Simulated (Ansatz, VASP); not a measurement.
One calculation of Y, two programs

File POSCAR:

```
Y
1.0
   -1.9471313507      2.3760763965      1.7374851516
    2.3760763965     -1.9471313507      1.7374851516
    3.8157082446      3.8157082446     -0.9518715145
Y
2
Direct
    0.0415338516      0.9584661484      0.0000000000
    0.7084661484      0.2915338516      0.5000000000
```

File INCAR.step1:

```
ALGO = Normal
EDIFF = 1E-4
ENCUT = 520
GGA = PE
ISMEAR = -1
LASPH = T
LCHARG = F
LREAL = F
LWAVE = T
NBANDS = 18
NELM = 80
PREC = Accurate
SIGMA = 0.1
```

INCAR.step2

```
ALGO = Normal
EDIFF = 1E-6
ENCUT = 520
ISIF = 2
ISMEAR = -1
ISTART = 1
LASPH = T
LCHARG = F
LMIXTAU = T
LREAL = F
LWAVE = F
METAGGA = R2SCAN
NBANDS = 18
NELM = 80
PREC = Accurate
SIGMA = 0.1
```

File KPOINTS:

```
k-points
0
Gamma
  11 11 6
```

Input for Ansatz:

```yaml
crystal:
  lattice:
    - [-1.9471313507, 2.3760763965, 1.7374851516]
    - [2.3760763965, -1.9471313507, 1.7374851516]
    - [3.8157082446, 3.8157082446, -0.9518715145]
  atoms:
    - { symbol: "Y", position: [0.0415338516, 0.9584661484, 0.0] }
    - { symbol: "Y", position: [0.7084661484, 0.2915338516, 0.5] }
hamiltonian:
  xc: r2scan
  pseudopotentials:
    kind: paw
    azcp:
      "Y": "pseudopotentials/Y.paw.azcp"
basis:
  ecutwfc: 500
  fft_grid_basis: typed
kpoints:
  mp_grid: { grid: [11, 11, 6], shift: [0, 0, 0] }
magnetization:
  spin_polarized: false
scf:
  occupations: { method: fermi_dirac, width: 0.1 }
  lower_state_search: "off"
output:
  stress: true
```

Alike in both runs: task single point; functional r2SCAN; k mesh 11 × 11 × 6; occupations fermi-dirac, width 0.1 eV; no spin polarisation.

|  | VASP | Ansatz |
| --- | --- | --- |
| version | VASP 6.6.1 | Ansatz 0.2.0 |
| potentials or method | VASP PAW PBE potentials, release 64 (Y_sv), cutoff 520 eV | plane waves (500 eV) with PAW, scalar-relativistic |
| valence electrons in the cell | 22 | 22 |

|  | VASP | Ansatz | Ansatz less VASP |
| --- | --- | --- | --- |
| pressure (GPa) | 6.2 | 6.1 | -0.09 |
| traceless stress, the component that is largest in VASP (GPa) | -0.15 | -0.15 | +0.004 |

VASP's potentials were made for PBE, not for r2SCAN.
